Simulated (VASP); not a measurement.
Here is a VASP 6.6.1 calculation.

Contents of INCAR:

```
SYSTEM = TiAl3H
PREC = Accurate ; ENCUT = 520
EDIFF = 1E-6 ; ISMEAR = 0
SIGMA = 0.1 ; LREAL = .FALSE.
LASPH = .TRUE. ; NELM = 60
ALGO = Normal ; ISIF = 2
LWAVE = .FALSE. ; LCHARG = .FALSE.
LDIPOL = .TRUE. ; IDIPOL = 3
DIPOL = 0.5 0.5 0.307 ; GGA = CA
NBANDS = 33
```

The input KPOINTS:

```
Automatic mesh
0
G
  6 6 1
  0 0 0
```

File POSCAR:

```
TiAl3H
1.0
    5.0133158832      0.0000000000      0.0000000000
    2.1650041019      4.5217356605      0.0000000000
    0.0000000000      0.0000000000     22.0677223531
Al Ti H
6 2 2
Direct
    0.5000000000      0.0000000000      0.1812602105
    0.0000000000      0.5000000000      0.1812602105
    0.0000000000      0.0000000000      0.2418017965
    0.0000000000      0.5000000000      0.3061179612
    0.5000000000      0.0000000000      0.3061179612
    0.5000000000      0.5000000000      0.3655892631
    0.5000000000      0.5000000000      0.2418017965
    0.0000000000      0.0000000000      0.3624433202
    0.0000000000     -0.0748007923      0.4439843041
    0.0000000000      0.0748007923      0.4439843041
```

Potentials or basis: VASP PAW LDA potentials, release 64 (Al, Ti_sv, H).

Launch:

```console
$ cat potpaw_LDA.64/Al/POTCAR potpaw_LDA.64/Ti_sv/POTCAR potpaw_LDA.64/H/POTCAR > POTCAR
$ mpirun -np 1 vasp_std > vasp.out
```

Q: Predict the band gap on the k mesh.

A: Zero (bands 22 and 23 overlap by 0.25 eV).

Q: Estimate the largest force.

A: 2.128 eV/Å.

Forces on the atoms (eV/Å):
```
Al   0.000  0.000  0.554
Al   0.000  0.000  0.554
Al   0.000  0.000 -0.772
Al   0.000  0.000 -0.005
Al   0.000  0.000 -0.038
Al   0.000  0.000  0.156
Ti   0.000  0.000 -0.436
Ti   0.000  0.000 -1.112
H   -0.520 -1.989  0.550
H    0.520  1.989  0.550
```
